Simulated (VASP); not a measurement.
Write the native input for VASP 6.6.1 that does the following.

* Task: single point
* Functional: r2SCAN
* Potentials or basis: VASP PAW PBE potentials, release 64 (Ba_sv, Zr_sv, Hf_pv, O)
* Cutoff: 770 eV
* k mesh: 1 × 1 × 1, shifted
* Occupations: fermi-dirac, width 0.05 eV
* Spin: no spin polarisation
* Dipole correction: no
* Further INCAR settings: LREAL = Auto; ALGO = Normal; EDIFF = 1e-06; NBANDS = 180; ISYM = -1

Ba4Hf3ZrO12:

```xyz
40
Lattice="8.3262 0.0000 0.0000 0.0000 8.3262 0.0000 0.0000 0.0000 8.3262" Properties=species:S:1:pos:R:3 pbc="T T T"
Ba    0.0012    8.3187    0.0075
Ba    0.0009    8.3179    4.1706
Ba    0.0012    4.1595    0.0082
Ba    0.0005    4.1602    4.1708
Ba    4.1689    8.3183    0.0074
Ba    4.1678    8.3184    4.1716
Ba    4.1684    4.1595    0.0083
Ba    4.1688    4.1600    4.1707
Zr    2.0844    2.0759    2.0887
Zr    2.0845    2.0765    6.2513
Hf    2.0848    6.2391    2.0879
Hf    2.0849    6.2391    6.2509
Hf    6.2474    2.0760    2.0879
Hf    6.2479    2.0762    6.2509
Hf    6.2475    6.2393    2.0883
Hf    6.2482    6.2390    6.2516
O     2.0768    2.0708    0.0047
O     2.0904    2.0799    4.1681
O     2.0868    6.2432    0.0055
O     2.0834    6.2342    4.1685
O     6.2539    2.0817    0.0053
O     6.2405    2.0712    4.1682
O     6.2461    6.2338    0.0057
O     6.2496    6.2443    4.1688
O     8.3218    2.0854    2.0917
O     8.3212    2.0700    6.2415
O     0.0023    6.2310    2.0852
O     0.0021    6.2445    6.2510
O     4.1735    2.0674    2.0781
O     4.1734    2.0816    6.2545
O     4.1674    6.2477    2.0886
O     4.1670    6.2331    6.2474
O     2.0766    8.3130    2.0900
O     2.0897    8.3127    6.2442
O     2.0936    4.1650    2.0812
O     2.0780    4.1647    6.2524
O     6.2561    8.3198    2.0809
O     6.2418    8.3196    6.2547
O     6.2394    4.1586    2.0911
O     6.2530    4.1585    6.2445
```

The input as run:

POSCAR

```
Ba4Hf3ZrO12
1.0
    8.3261630000      0.0000000000      0.0000000000
    0.0000000000      8.3261630000      0.0000000000
    0.0000000000      0.0000000000      8.3261630000
Ba Zr Hf O
8 2 6 24
Direct
    0.0001400000      0.9991090000      0.0009020000
    0.0001060000      0.9990100000      0.5009000000
    0.0001430000      0.4995650000      0.0009840000
    0.0000570000      0.4996500000      0.5009300000
    0.5006980000      0.9990590000      0.0008920000
    0.5005660000      0.9990700000      0.5010290000
    0.5006440000      0.4995650000      0.0009940000
    0.5006910000      0.4996250000      0.5009200000
    0.2503390000      0.2493200000      0.2508570000
    0.2503540000      0.2493940000      0.7508050000
    0.2503910000      0.7493370000      0.2507600000
    0.2504090000      0.7493420000      0.7507510000
    0.7503280000      0.2493380000      0.2507650000
    0.7503990000      0.2493640000      0.7507500000
    0.7503440000      0.7493630000      0.2508060000
    0.7504250000      0.7493290000      0.7508360000
    0.2494280000      0.2487120000      0.0005610000
    0.2510650000      0.2498010000      0.5005990000
    0.2506360000      0.7498260000      0.0006630000
    0.2502240000      0.7487490000      0.5006540000
    0.7511090000      0.2500250000      0.0006420000
    0.7495100000      0.2487560000      0.5006170000
    0.7501760000      0.7487050000      0.0006860000
    0.7506030000      0.7499600000      0.5006890000
    0.9994700000      0.2504660000      0.2512240000
    0.9993990000      0.2486190000      0.7496300000
    0.0002810000      0.7483610000      0.2504360000
    0.0002500000      0.7499850000      0.7507610000
    0.5012510000      0.2482990000      0.2495830000
    0.5012380000      0.2500020000      0.7511870000
    0.5005210000      0.7503680000      0.2508480000
    0.5004660000      0.7486110000      0.7503330000
    0.2494110000      0.9984230000      0.2510210000
    0.2509790000      0.9983890000      0.7499450000
    0.2514530000      0.5002250000      0.2499570000
    0.2495710000      0.5001940000      0.7509300000
    0.7513750000      0.9992410000      0.2499250000
    0.7496570000      0.9992160000      0.7512130000
    0.7493700000      0.4994620000      0.2511530000
    0.7510070000      0.4994440000      0.7499890000
```

INCAR.step1

```
  PREC = Accurate
  ENCUT = 770
  ISMEAR = -1
  SIGMA = 0.05
  LREAL = Auto
  LASPH = True
  NELM = 120
  NBANDS = 180
  ISYM = -1
  GGA = PE
  ALGO = Normal
  EDIFF = 1E-5
  LWAVE = True
  LCHARG = False
  GGA_COMPAT = False
```

INCAR.step2

```
  PREC = Accurate
  ENCUT = 770
  EDIFF = 1E-6
  ISMEAR = -1
  SIGMA = 0.05
  LREAL = Auto
  LASPH = True
  NELM = 120
  ALGO = Normal
  ISIF = 2
  LWAVE = False
  LCHARG = False
  METAGGA = R2SCAN
  LMIXTAU = True
  NBANDS = 180
  ISYM = -1
  ISTART = 1
  GGA_COMPAT = False
```

KPOINTS

```
explicit points
1
Reciprocal
  0.25000000   0.25000000   0.25000000 1
```

Potentials or basis: VASP PAW PBE potentials, release 64 (Ba_sv, Zr_sv, Hf_pv, O).

Run with:

```sh
$ cat potpaw_PBE.64/Ba_sv/POTCAR potpaw_PBE.64/Zr_sv/POTCAR potpaw_PBE.64/Hf_pv/POTCAR potpaw_PBE.64/O/POTCAR > POTCAR
$ cp INCAR.step1 INCAR
$ mpirun -np 1 vasp_std > vasp.out
$ cp INCAR.step2 INCAR
$ mpirun -np 1 vasp_std > vasp.out
```

It gave:

```
Pressure               : 2.3 GPa
Largest force          : 0.255 eV/Å
Band gap on the k mesh : 4.81 eV
```

Caveat: the PAW data sets were made with another functional, which shifts forces and pressure a little; spin-orbit coupling is left out, which moves the levels of the heavy elements; a shifted mesh leaves out Γ, where band edges can lie.

Run time: 23 min on 1 thread of AMD EPYC 9R45 96-Core Processor (Zen 5), with other jobs on the host, peak memory 1.2 GiB.
